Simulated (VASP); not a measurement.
KCdF3, 5 atoms in the cell. Symmetry: Pm-3m, No. 221, cubic system. Conventional cell: a = 4.382 Å, b = 4.382 Å, c = 4.382 Å, α = 90.00°, β = 90.00°, γ = 90.00°. Within 4.1 Å of K (site symmetry m-3m) lie 12 F at 3.10 Å and 8 Cd at 3.80 Å. Within 2.9 Å of Cd (site symmetry m-3m) lie 6 F at 2.19 Å. Within 2.9 Å of F (site symmetry 4/mmm) lie 2 Cd at 2.19 Å. 

| Property | Result |
| --- | --- |
| Program | VASP 6.6.1 |
| Task | single point |
| Functional | PBEsol |
| Dispersion | D3(BJ) |
| Potentials or basis | VASP PAW PBE potentials, release 64 (K_sv, Cd, F) |
| Cutoff | 520 eV |
| k mesh | 4 × 4 × 4 |
| Occupations | gaussian, width 0.01 eV |
| Spin | no spin polarisation |
| Dipole correction | no |
| Further INCAR settings | ALGO = Normal; EDIFF = 1e-06; NBANDS = 29 |

Potentials or basis: VASP PAW PBE potentials, release 64 (K_sv, Cd, F).

Command:

```bash
$ cat potpaw_PBE.64/K_sv/POTCAR potpaw_PBE.64/Cd/POTCAR potpaw_PBE.64/F/POTCAR > POTCAR
$ mpirun -np 1 vasp_std > vasp.out
```

Hardware: 1 thread of AMD EPYC 7R43 64-Core Processor (Zen 3), with other jobs on the host.

Estimate the wall time of this run.

Wall time 36 s on 1 thread of AMD EPYC 7R43 64-Core Processor (Zen 3), with other jobs on the host, peak memory 0.18 GiB. Counts: scf iterations 14, k points 10.
